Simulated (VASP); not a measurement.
Here is a VASP 6.6.1 calculation.

POSCAR

```
CaO
1.0
    0.0000000000      2.4150000000      2.4150000000
    2.4150000000      0.0000000000      2.4150000000
    2.4150000000      2.4150000000      0.0000000000
Ca O
1 1
Direct
    0.0000000000      0.0000000000      0.0000000000
    0.5000000000      0.5000000000      0.5000000000
```

INCAR.step1

```
PREC = Accurate
ENCUT = 520
EDIFF = 1E-5
ISMEAR = -1
SIGMA = 0.02
LREAL = F
LASPH = T
NELM = 100
ALGO = Normal
ISIF = 2
LWAVE = T
LCHARG = F
NBANDS = 15
GGA = PE
```

The input INCAR.step2:

```
PREC = Accurate
ENCUT = 520
EDIFF = 1E-6
ISMEAR = -1
SIGMA = 0.02
LREAL = F
LASPH = T
NELM = 100
ALGO = Normal
ISIF = 2
LWAVE = F
LCHARG = F
GGA = PE
LHFCALC = T
HFSCREEN = 0.2079
PRECFOCK = Normal
NBANDS = 15
ISTART = 1
```

The input KPOINTS:

```
regular mesh
0
Gamma
  6 6 6
```

Potentials or basis: VASP PAW PBE potentials, release 64 (Ca_sv, O).

Command:

```bash
$ cat potpaw_PBE.64/Ca_sv/POTCAR potpaw_PBE.64/O/POTCAR > POTCAR
$ cp INCAR.step1 INCAR
$ mpirun -np 1 vasp_std > vasp.out
$ cp INCAR.step2 INCAR
$ mpirun -np 1 vasp_std > vasp.out
```

(1) Predict the pressure.

(2) Estimate the band gap on the k mesh.

Answers

(1) -1.5 GPa.

(2) 5.30 eV (least direct gap 5.72 eV).

Caveat: the PAW data sets were made with another functional, which shifts forces and pressure a little.
